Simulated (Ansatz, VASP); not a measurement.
# Al3Cu: VASP beside Ansatz

```xyz
4
Lattice="2.7162 0.0000 0.0000 0.0000 2.7162 0.0000 0.0000 0.0000 7.2326" Properties=species:S:1:pos:R:3 pbc="T T T"
Al    0.0000    0.0000    3.6163
Al    1.3581    1.3581    1.9757
Al    1.3581    1.3581    5.2568
Cu    0.0000    0.0000    0.0000
```

Alike in both runs: task single point; functional PBEsol; k mesh 16 × 16 × 6; occupations gaussian, width 0.1 eV; no spin polarisation.

|  | VASP | Ansatz |
| --- | --- | --- |
| version | VASP 6.6.1 | Ansatz 0.2.0 |
| potentials or method | VASP PAW PBE potentials, release 64 (Al, Cu), cutoff 520 eV | scalar-relativistic, plane waves, PAW |
| valence electrons in the cell | 20 | 28 |

|  | VASP | Ansatz | Ansatz less VASP |
| --- | --- | --- | --- |
| gap on the k mesh at the Fermi level (eV) | none | none | - |
| pressure (GPa) | 15.9 | 16.1 | +0.19 |
| traceless stress, the component that is largest in VASP (GPa) | 3.44 | 3.43 | -0.011 |
| rms of the force components (eV/Å) | 1.276 | 1.280 | +0.0041 |

VASP's potentials were made for PBE, not for PBEsol. Atom by atom the forces differ by 0.004 eV/Å (rms over components). A gap of «none» marks a metal or a gap that the smearing closes. VASP's potentials hold 20 valence electrons a cell and Ansatz's 28, so a difference there can come from the potentials and not from the codes.
